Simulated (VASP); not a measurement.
# Bi (P-1) in VASP: single point with PBE

Aim: the single point of Bi with PBE.

Program: VASP 6.6.1. These are calculated values, not measurements. Logs are shortened: lines on timing, memory, paths and dates and some standing lists are left out, and cuts for length are marked.

**1. The cell of the first run**

The typed cell holds 2 atoms: a = 4.540 Å, b = 4.480 Å, c = 11.832 Å, α = 89.36°, β = 88.27°, γ = 118.70°.

**2. Single point, PBE (equal xy, yz and zx shear strains of +3 %)**

File INCAR:

```
SYSTEM = Bi
ALGO     = Normal         ! electronic algorithm
EDIFF    = 1E-6           ! SCF threshold, eV
ENCUT    = 520            ! plane-wave cutoff, eV
GGA      = PE             ! functional
ISIF     = 2              ! what is computed and relaxed
ISMEAR   = -1             ! smearing method
LASPH    = .True.         ! aspherical terms in the spheres
LCHARG   = .False.        ! write CHGCAR
LREAL    = .False.        ! projectors in reciprocal space
LWAVE    = .False.        ! write WAVECAR
NBANDS   = 22             ! bands
NELM     = 80             ! most SCF steps
PREC     = Accurate       ! precision mode
SIGMA    = 0.03           ! smearing width, eV
```

File KPOINTS:

```
k-points
0
Gamma
  9 9 3
  0 0 0
```

File POSCAR:

```
Bi
1.0
    4.5390002997      0.0680850045      0.0680850045
   -2.2105368064      3.8968470652      0.0249208413
    0.1774350000      0.1774350000     11.8290000000
Bi
2
Direct
    0.3333333333      0.6666666667      0.2500000000
    0.6666666667      0.3333333333      0.7500000000
```

Potentials or basis: VASP PAW PBE potentials, release 64 (Bi_d).

On the command line:

```console
$ cat potpaw_PBE.64/Bi_d/POTCAR > POTCAR
$ mpirun -np 1 vasp_std > vasp.out
```

OUTCAR:

```text
SYSTEM = Bi
   EDIFF = 1E-6
   ENCUT = 520
   GGA = PE
   ISIF = 2
   ISMEAR = -1
   LASPH = .True.
   LREAL = .False.
   NELM = 80
   PREC = Accurate

 ion  position               nearest neighbor table
   1  0.333  0.667  0.250-
   2  0.667  0.333  0.750-

  LATTYP: Found a triclinic cell.
 ALAT       =     4.5400214599
 B/A-ratio  =     0.9868313716
 C/A-ratio  =     3.0818138632
 COS(alpha) =     0.0008728581
 COS(beta)  =     0.4696683695
 COS(gamma) =     0.4801591939

  Lattice vectors:

 A1 = (   4.5390002997,   0.0680850045,   0.0680850045)
 A2 = (   2.2105368064,  -3.8968470652,  -0.0249208413)
 A3 = (   6.6900287930,   3.8555820742, -11.6679091497)

Analysis of symmetry for initial positions (statically):
=====================================================================
 Subroutine PRICEL returns:
 Original cell was already a primitive cell.

 Routine SETGRP: Setting up the symmetry group for a
 triclinic supercell.

 Subroutine GETGRP returns: Found  2 space group operations
 (whereof  2 operations were pure point group operations)
 out of a pool of  2 trial point group operations.

The static configuration has the point symmetry S_2 .

Analysis of symmetry for dynamics (positions and initial velocities):
=====================================================================
 Subroutine PRICEL returns:
 Original cell was already a primitive cell.

 Routine SETGRP: Setting up the symmetry group for a
 triclinic supercell.

 Subroutine GETGRP returns: Found  2 space group operations
 (whereof  2 operations were pure point group operations)
 out of a pool of  2 trial point group operations.

The dynamic configuration has the point symmetry S_2 .

 Subroutine INISYM returns: Found  2 space group operations
 (whereof  2 operations are pure point group operations),
 and found     1 'primitive' translations

----------------------------------------------------------------------------------------

                                     Primitive cell

  volume of cell :     210.9156

  direct lattice vectors                    reciprocal lattice vectors
     4.539000300  0.068085005  0.068085005     0.218529946  0.123996791 -0.005137901
    -2.210536806  3.896847065  0.024920841    -0.003761205  0.254508179 -0.003761205
     0.177435000  0.177435000 11.829000000    -0.001249884 -0.001249884  0.084575496

  length of vectors
     4.540021460  4.480235604 11.831661226     0.251310445  0.254563757  0.084593966

  position of ions in fractional coordinates (direct lattice)
     0.333333333  0.666666667  0.250000000
     0.666666667  0.333333333  0.750000000

  ion indices of the primitive-cell ions
   primitive index   ion index
                 1           1
                 2           2

----------------------------------------------------------------------------------------

 KPOINTS: k-points

Automatic generation of k-mesh.
 Grid dimensions read from file:
 generate k-points for:    9    9    3

 Generating k-lattice:

  Cartesian coordinates                     Fractional coordinates (reciprocal lattice)
     0.024281105  0.013777421 -0.000570878     0.111111111 -0.000000000  0.000000000
    -0.000417912  0.028278687 -0.000417912     0.000000000  0.111111111  0.000000000
    -0.000416628 -0.000416628  0.028191832     0.000000000 -0.000000000  0.333333333

  Length of vectors
     0.027923383  0.028284862  0.028197989

  Shift w.r.t. Gamma in fractional coordinates (k-lattice)
     0.000000000  0.000000000  0.000000000

 Subroutine IBZKPT returns following result:
 ===========================================

 Found    122 irreducible k-points:

 Following reciprocal coordinates:
            Coordinates               Weight
  0.000000  0.000000  0.000000      1.000000
  0.111111  0.000000 -0.000000      2.000000
  0.222222  0.000000  0.000000      2.000000
  0.333333  0.000000  0.000000      2.000000
  0.444444  0.000000  0.000000      2.000000
 -0.000000  0.111111  0.000000      2.000000
[... 16 lines left out ...]
 -0.111111  0.222222 -0.000000      2.000000
 -0.000000  0.333333 -0.000000      2.000000
 [... further k-points ...]
   k-points           NKPTS =    122   k-points in BZ     NKDIM =    122   number of bands    NBANDS=     22
   number of dos      NEDOS =    301   number of ions     NIONS =      2
   total plane-waves  NPLWV = 116640
   dimension x,y,z NGX =    36 NGY =   36 NGZ =   90
   dimension x,y,z NGXF=    72 NGYF=   72 NGZF=  180
   ions per type =               2
   NGX,Y,Z   is equivalent  to a cutoff of  13.18, 13.36, 12.65 a.u.
   NGXF,Y,Z  is equivalent  to a cutoff of  26.36, 26.72, 25.29 a.u.
 SYSTEM =  Bi
   PREC   = accura    normal or accurate (medium, high low for compatibility)
   ISTART =      0    job   : 0-new  1-cont  2-samecut
   ICHARG =      2    charge: 1-file 2-atom 10-const
   ISPIN  =      1    spin polarized calculation?
   LNONCOLLINEAR =      F non collinear calculations
   LSORBIT =      F    spin-orbit coupling
   LASPH  =      T    aspherical Exc in radial PAW
   ENCUT  =  520.0 eV  38.22 Ry    6.18 a.u.   8.44  8.33 22.00*2*pi/ulx,y,z
   NELM   =     80;   NELMIN=  2; NELMDL= -5     # of ELM steps
   EDIFF  = 0.1E-05   stopping-criterion for ELM
   LREAL  =      F    real-space projection
   EDIFFG = 0.1E-04   stopping-criterion for IOM
   NSW    =      0    number of steps for IOM
   IBRION =     -1    ionic relax: 0-MD 1-quasi-New 2-CG
   NFREE  =      0    steps in history (QN), initial steepest desc. (CG)
   ISIF   =      2    stress and relaxation
   ISYM   =      2    0-nonsym 1-usesym 2-fastsym
   POTIM  = 0.5000    time-step for ionic-motion
   TEBEG  =    0.0;   TEEND  =   0.0 temperature during run
   PSTRESS=    0.0 pullay stress
   NELECT =      30.0000    total number of electrons
   NUPDOWN=      -1.0000    fix difference up-down
   EMIN   =  10.00;   EMAX   =-10.00  energy-range for DOS
   EFERMI =   0.00;   METHOD = LEGACY
   ISMEAR =    -1;   SIGMA  =   0.03  broadening in eV -4-tet -1-fermi 0-gaus
   EFERMI_NEDOS =   21; number of points for ismear=-14 and -15
   IALGO  =     38    algorithm
   IMIX   =      4    mixing-type and parameters
     AMIX     =   0.40;   BMIX     =  1.00
     AMIX_MAG =   1.60;   BMIX_MAG =  1.00
  volume/ion in A,a.u.               =     105.46       711.66
  Fermi-wavevector in a.u.,A,eV,Ry     =   0.854566  1.614896  9.936106  0.730283
  Thomas-Fermi vector in A             =   1.971182
   LORBIT       =      0    0 simple, 1 ext, 2 COOP (PROOUT), +10 PAW based schemes
   GGA     = PE    functional components
   LHFCALC =     F    Hartree Fock is set to
   AEXX    =    0.0000 exact exchange contribution
   IVDW    =     0    specifies the selected vdW correction
   LEPSILON=     F    determine dielectric tensor
   LRPA    =     F    only Hartree local field effects (RPA)
 non-spin polarized calculation
  energy-cutoff  :      520.00
  volume of cell :      210.92
 maximum number of plane-waves:      5715
 NGX is ok and might be reduce to    36
   NGX = 17   NGY = 17   NGZ = 43

 number of electron      30.0000000 magnetization

 Free energy of the ion-electron system (eV)
  ---------------------------------------------------
  ext. energy  EPLUGINS =         0.00000000
  ---------------------------------------------------
  free energy    TOTEN  =        -3.22428087 eV

  energy without entropy =       -3.20221081  energy(sigma->0) =       -3.21324584

 E-fermi :  -1.0479     XC(G=0):  -5.3173

 val. band max:       -1.0498630878   @ k =   0.2222  -0.4444   0.3333
 cond. band min:      -1.0469081082   @ k =   0.2222   0.1111   0.0000
 fundamental gap:      0.0029549796
 Fermi energy:        -1.0478702054

 k-point     1 :       0.0000    0.0000    0.0000
  band No.  band energies     occupation
      1     -23.8721      2.00000
      2     -23.8720      2.00000
      3     -23.8696      2.00000
      4     -23.8696      2.00000
      5     -23.8641      2.00000
      6     -23.8641      2.00000
[... 14 lines left out ...]
     21       4.6485      0.00000
     22       4.8590      0.00000

 k-point     2 :       0.1111    0.0000   -0.0000
  band No.  band energies     occupation
      1     -23.8715      2.00000
      2     -23.8715      2.00000
      3     -23.8699      2.00000
      4     -23.8699      2.00000
      5     -23.8641      2.00000
      6     -23.8641      2.00000
[... 14 lines left out ...]
     21       4.8093      0.00000
     22       5.0611      0.00000

 k-point     3 :       0.2222    0.0000    0.0000
  band No.  band energies     occupation
      1     -23.8705      2.00000
      2     -23.8705      2.00000
      3     -23.8702      2.00000
      4     -23.8702      2.00000
      5     -23.8643      2.00000
      6     -23.8643      2.00000
[... 14 lines left out ...]
     21       4.7622      0.00000
     22       5.3398      0.00000

 k-point     4 :       0.3333    0.0000    0.0000
  band No.  band energies     occupation
      1     -23.8712      2.00000
      2     -23.8712      2.00000
      3     -23.8689      2.00000
      4     -23.8689      2.00000
      5     -23.8646      2.00000
      6     -23.8645      2.00000
[... 14 lines left out ...]
     21       4.5325      0.00000
     22       4.9710      0.00000

 k-point     5 :       0.4444    0.0000    0.0000
  band No.  band energies     occupation
      1     -23.8717      2.00000
      2     -23.8717      2.00000
      3     -23.8681      2.00000
      4     -23.8681      2.00000
      5     -23.8647      2.00000
      6     -23.8647      2.00000
[... 417 lines left out ...]
 k-point    22 :      -0.2222    0.2222   -0.0000
  band No.  band energies     occupation
      1     -23.8713      2.00000
      2     -23.8713      2.00000
      3     -23.8700      2.00000
      4     -23.8700      2.00000
      5     -23.8651      2.00000
      6     -23.8651      2.00000
[... 14 lines left out ...]
     21       4.7268      0.00000
     22       5.2761      0.00000

 k-point    23 :      -0.1111    0.2222   -0.0000
  band No.  band energies     occupation
      1     -23.8713      2.00000
      2     -23.8713      2.00000
      3     -23.8699      2.00000
      4     -23.8699      2.00000
      5     -23.8649      2.00000
      6     -23.8649      2.00000
[... 14 lines left out ...]
     21       4.8654      0.00000
     22       5.6559      0.00000

 k-point    24 :      -0.0000    0.3333   -0.0000
  band No.  band energies     occupation
      1     -23.8706      2.00000
      2     -23.8706      2.00000
      3     -23.8701      2.00000
      4     -23.8701      2.00000
      5     -23.8654      2.00000
      6     -23.8654      2.00000
[... 14 lines left out ...]
     21       4.4742      0.00000
     22       4.9716      0.00000

 [... further k-points ...]

------------------------ aborting loop because EDIFF is reached ----------------------------------------

  FORCE on cell =-STRESS in cart. coord.  units (eV):
  Direction    XX          YY          ZZ          XY          YZ          ZX
  --------------------------------------------------------------------------------------
  -------------------------------------------------------------------------------------
  Total       -6.2532318     -6.2853320     -0.4585056      0.1506030     -0.0711548     -0.0711800
  in kB      -47.5013920    -47.7452344     -3.4829441      1.1440247     -0.5405128     -0.5407043
  external PRESSURE =     -32.9098568 kB  Pullay stress =       0.0000000 kB

 VOLUME and BASIS-vectors are now :
 -----------------------------------------------------------------------------
  energy-cutoff  :      520.00
  volume of cell :      210.92
      direct lattice vectors                 reciprocal lattice vectors
     4.539000300  0.068085005  0.068085005     0.218529946  0.123996791 -0.005137901
    -2.210536806  3.896847065  0.024920841    -0.003761205  0.254508179 -0.003761205
     0.177435000  0.177435000 11.829000000    -0.001249884 -0.001249884  0.084575496

 POSITION                                       TOTAL-FORCE (eV/Angst)
 -----------------------------------------------------------------------------------
      0.08367      2.66495      2.99656         0.002092      0.000177     -0.001075
      2.42223      1.47742      8.92545        -0.002092     -0.000177      0.001075
 -----------------------------------------------------------------------------------
    total drift:                               -0.000000      0.000000      0.000000

  FREE ENERGIE OF THE ION-ELECTRON SYSTEM (eV)
  ---------------------------------------------------
  free  energy   TOTEN  =        -3.2242808698 eV

  energy  without entropy=       -3.2022108101  energy(sigma->0) =       -3.21324584
```

Wall time 7 min (1 thread of Intel Xeon Platinum 8259CL at 2.50GHz (Skylake/Cascade Lake), shared host); peak memory 0.63 GiB.

What came out:

```yaml
Free_energy: -3.2243 eV
Pressure: -3.3 GPa
Band_gap_on_the_k_mesh: zero (bands 15 and 16 overlap by 2.06 eV)
```

Forces in eV/Å, atoms in the order of the input:
```
Bi   0.002  0.000 -0.001
Bi  -0.002  0.000  0.001
```

Stress tensor (GPa, compression positive):
```
-4.75  0.11 -0.05
 0.11 -4.77 -0.05
-0.05 -0.05 -0.35
```

Levels at points of the mesh, in eV from the Fermi level:
```csv
k point,band 11,band 12,band 13,band 14,band 15,band 16,band 17,band 18,band 19,band 20
"(0.00, 0.00, 0.00)",-10.31,-10.30,-0.84,-0.34,1.37,1.38,1.49,1.50,3.04,4.56
```

Caveat: the cell differs from its parent crystal (equal xy, yz and zx shear strains of +3 %); the cell stands under tension; spin-orbit coupling is left out, which moves the levels of the heavy elements.
